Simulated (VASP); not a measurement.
Here is a VASP 6.6.1 calculation.

File INCAR:

```
PREC = Accurate ; ENCUT = 520
EDIFF = 1E-7 ; ISMEAR = 0
SIGMA = 0.1 ; LREAL = F
LASPH = T ; NELM = 80
ALGO = Normal ; ISIF = 2
LWAVE = F ; LCHARG = F
GGA = PE ; NBANDS = 36
```

File KPOINTS:

```
Automatic mesh
0
Gamma
  6 6 6
```

File POSCAR:

```
Ga3AsP2
1.0
   -1.9171652500      1.9171652500      8.1338432900
    1.9171652500     -1.9171652500      8.1338432900
    1.9171652500      1.9171652500     -8.1338432900
Ga P As
3 2 1
Direct
    0.0000000000      0.0000000000      0.0000000000
    0.6666666700      0.6666666700      0.0000000000
    0.3333333300      0.3333333300      0.0000000000
    0.5833333300      0.0833333300      0.5000000000
    0.9166666700      0.4166666700      0.5000000000
    0.2500000000      0.7500000000      0.5000000000
```

Potentials or basis: VASP PAW PBE potentials, release 64 (Ga_d, P, As).

Command:

```bash
$ cat potpaw_PBE.64/Ga_d/POTCAR potpaw_PBE.64/P/POTCAR potpaw_PBE.64/As/POTCAR > POTCAR
$ mpirun -np 1 vasp_std > vasp.out
```

Task: Estimate the band gap on the k mesh.

Result: 1.44 eV (least direct gap 1.59 eV).

Task: What does it give for the largest force?

Result: 0.931 eV/Å.

Task: Predict the pressure.

Result: 7.9 GPa.

Stress tensor (GPa, compression positive):
```
8.00 0.00 0.00
0.00 8.00 0.00
0.00 0.00 7.78
```

Caveat: the cell stands under pressure. A k mesh can miss the band edges.
